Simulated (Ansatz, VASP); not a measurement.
NaSnCl3 in VASP and in Ansatz

Contents of INCAR:

```
SYSTEM = NaSnCl3
ALGO = Normal ; EDIFF = 1E-6
ENCUT = 520 ; GGA = PE
ISIF = 2 ; ISMEAR = 0
LASPH = .TRUE. ; LCHARG = .FALSE.
LREAL = .FALSE. ; LWAVE = .FALSE.
NBANDS = 29 ; NELM = 100
PREC = Accurate ; SIGMA = 0.01
```

File KPOINTS:

```
k-points
0
G
  6 6 6
  0 0 0
```

File POSCAR:

```
NaSnCl3
1.0
    5.5280093454      0.0000000000      0.0000000000
    0.0000000000      5.5280093454      0.0000000000
    0.0000000000      0.0000000000      5.5280093454
Na Sn Cl
1 1 3
Direct
    0.0000000000      0.0000000000      0.0000000000
    0.5000000000      0.5000000000      0.5000000000
    0.5000000000      0.5000000000      0.0000000000
    0.5000000000      0.0000000000      0.5000000000
    0.0000000000      0.5000000000      0.5000000000
```

Input for Ansatz:

```yaml
crystal:
  lattice:
    - [5.5280093454, 0.0, 0.0]
    - [0.0, 5.5280093454, 0.0]
    - [0.0, 0.0, 5.5280093454]
  atoms:
    - { symbol: Na, position: [0.0, 0.0, 0.0] }
    - { symbol: Sn, position: [0.5, 0.5, 0.5] }
    - { symbol: Cl, position: [0.5, 0.5, 0.0] }
    - { symbol: Cl, position: [0.5, 0.0, 0.5] }
    - { symbol: Cl, position: [0.0, 0.5, 0.5] }
kpoints:
  mp_grid: { grid: [6, 6, 6] }
  band_path:
    path: [[0.0, 0.0, 0.0], [0.0, 0.5, 0.0], [0.5, 0.5, 0.0], [0.5, 0.5, 0.5]]
    npoints: 1
hamiltonian:
  xc: pbe
scf:
  occupations: { method: fixed }
  n_extra_bands: 5
output:
  forces: true
  stress: true
  eigenvalues: true
```

Alike in both runs: task single point; functional PBE; k mesh 6 × 6 × 6; no spin polarisation.

|  | VASP | Ansatz |
| --- | --- | --- |
| version | VASP 6.6.1 | Ansatz 0.2.0 |
| potentials or method | VASP PAW PBE potentials, release 64 (Na_pv, Sn_d, Cl) | plane waves, PAW |
| plane-wave cutoff (eV) | 520 | 420 |
| occupations | gaussian, width 0.01 eV | fixed |
| valence electrons in the cell | 42 | 44 |

Ansatz gave:

- gap on the k mesh at the Fermi level (eV): 0.62
- pressure (GPa): 0.4

Problem. What did VASP give for the same quantities?

Solution. gap on the k mesh at the Fermi level (eV): 0.61; pressure (GPa): 0.4.

VASP's potentials hold 42 valence electrons a cell and Ansatz's 44, so a difference there can come from the potentials and not from the codes.
